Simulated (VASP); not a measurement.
# Nb20H (a cell with a defect): single point with LDA

System: Nb20H (a cell with a defect).

```
Nb H
1.0
    -4.87150   -4.87150    1.62383
    -4.87150    1.62383   -4.87150
     1.62383   -4.87150   -4.87150
Nb H
20 1
Cartesian
  -6.4786 -6.4505 -6.3844
  -4.8793 -4.8774 -8.1134
  -4.8689 -8.1231 -4.8612
  -8.1248 -4.8687 -4.8587
  -4.8462 -4.8527 -4.8432
  -3.2371 -3.2423 -6.4769
  -3.2443 -6.5039 -3.2419
  -1.6220 -4.8843 -4.8812
  -6.5029 -3.2480 -3.2423
  -4.8800 -1.6274 -4.8791
  -4.8783 -4.8856 -1.6382
  -3.2520 -3.2579 -3.2677
  -1.6112 -1.6182 -4.8557
  -1.6176 -4.8787 -1.6351
  0.0065 -3.2619 -3.2486
  -4.8790 -1.6169 -1.6405
  -3.2577 0.0004 -3.2447
  -3.2563 -3.2259 -0.1074
  -1.6380 -1.6423 -1.6668
  -0.0533 -0.0448 -0.0050
  -8.2637 -2.1915 -3.2396
```

```yaml
Program: VASP 6.6.1
Task: single point
Functional: LDA
Potentials_or_basis: VASP PAW LDA potentials, release 64 (Nb_sv, H)
Cutoff: 400 eV
k_mesh: 3 × 3 × 3
Occupations: gaussian, width 0.1 eV
Spin: no spin polarisation
```

| Quantity | Value |
| --- | --- |
| Pressure | 0.9 GPa |
| Largest force | 0.418 eV/Å |
| Band gap on the k mesh | zero (an odd number of electrons rules out a gap without spin polarisation) |

Forces on the atoms (eV/Å):
```
Nb  -0.037  0.026 -0.021
Nb  -0.016  0.011 -0.009
Nb  -0.014  0.009  0.005
Nb  -0.023  0.022  0.010
Nb  -0.015  0.003 -0.018
Nb  -0.007  0.013 -0.006
Nb  -0.008  0.029 -0.003
Nb  -0.001  0.012  0.001
Nb   0.005  0.006 -0.004
Nb  -0.015  0.020  0.002
Nb  -0.008  0.012  0.009
Nb  -0.021  0.000 -0.015
Nb  -0.003  0.012  0.013
Nb  -0.016  0.014 -0.002
Nb  -0.015  0.014  0.002
Nb  -0.023  0.014 -0.009
Nb  -0.012  0.011  0.006
Nb  -0.044  0.027  0.015
Nb  -0.013  0.011  0.016
Nb  -0.007  0.030  0.009
H    0.292 -0.298  0.002
```

Stress tensor (GPa, compression positive):
```
 0.45 -0.06 -0.39
-0.06  0.73 -0.40
-0.39 -0.40  1.55
```

Levels at points of the mesh, in eV from the Fermi level:
```tsv
k point	band 126	band 127	band 128	band 129	band 130	band 131	band 132	band 133	band 134	band 135
(0.00, 0.00, 0.00)	-0.82	-0.80	-0.29	-0.27	0.26	0.27	0.29	0.37	0.43	0.47
```

Wall time 9.2 min on 1 thread of AMD EPYC 9R45 96-Core Processor (Zen 5), on a shared host, peak memory 0.42 GiB.
